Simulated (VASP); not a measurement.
The system is ZnSe2.

```
Zn Se
1.0
     5.00077    0.00000    0.00000
     0.00000    6.07076    0.00000
     0.00000    0.00000    3.79563
Zn Se
2 4
Direct
  0.00000 0.00000 0.00000
  0.50000 0.50000 0.50000
  0.20300 0.37500 0.00000
  0.29700 0.87500 0.50000
  0.79700 0.62500 0.00000
  0.70300 0.12500 0.50000
```

The cell was built from a structure type or drawn by symmetry, and may not be a known phase.

- Program: VASP 6.6.1
- Task: relaxation of cell and atoms
- Functional: PBE
- Potentials or basis: VASP PAW PBE potentials, release 64 (Zn, Se)
- Cutoff: 600 eV
- k mesh: 4 × 4 × 4
- Occupations: gaussian, width 0.1 eV
- Spin: no spin polarisation

At the start: pressure 10.3 GPa; volume 19.20 Å³/atom.

Problem. How do energy, volume and symmetry change on relaxing?

Solution. Over 9 steps the energy falls by 140.0 meV/atom and the volume is 22.24 Å³/atom (+15.8 %); space group Pnnm (No. 58, to 0.1 Å) before and after.

Step by step:
| step | energy change (eV) | largest force (eV/Å) | pressure (GPa) | volume (Å³) |
| --- | --- | --- | --- | --- |
| 1 | 0.0000 | 1.2952 | 10.31 | 115.23 |
| 2 | -0.6963 | 0.8377 | -2.51 | 137.07 |
| 3 | -0.7030 | 0.8769 | -1.57 | 134.55 |
| 4 | -0.8226 | 0.2067 | -0.08 | 133.17 |
| 5 | -0.8231 | 0.1833 | 0.07 | 133.08 |
| 6 | -0.8345 | 0.1154 | 0.06 | 133.16 |
| 7 | -0.8392 | 0.0539 | 0.05 | 133.25 |
| 8 | -0.8392 | 0.0548 | 0.05 | 133.24 |
| 9 | -0.8397 | 0.0263 | -0.09 | 133.42 |

Final structure:
```yaml
crystal:
  lattice:
    - [5.18679, 0.00000, 0.00000]
    - [0.00000, 6.35135, 0.00000]
    - [0.00000, 0.00000, 4.05008]
  atoms:
    - { symbol: Zn, position: [0.00000, 0.00000, 0.00000] }
    - { symbol: Zn, position: [0.50000, 0.50000, 0.50000] }
    - { symbol: Se, position: [0.18791, 0.38940, 0.00000] }
    - { symbol: Se, position: [0.31209, 0.88940, 0.50000] }
    - { symbol: Se, position: [0.81209, 0.61060, 0.00000] }
    - { symbol: Se, position: [0.68791, 0.11060, 0.50000] }
```

Caveat: the volume moved by over 15 % at a fixed basis, so the end points are rough.
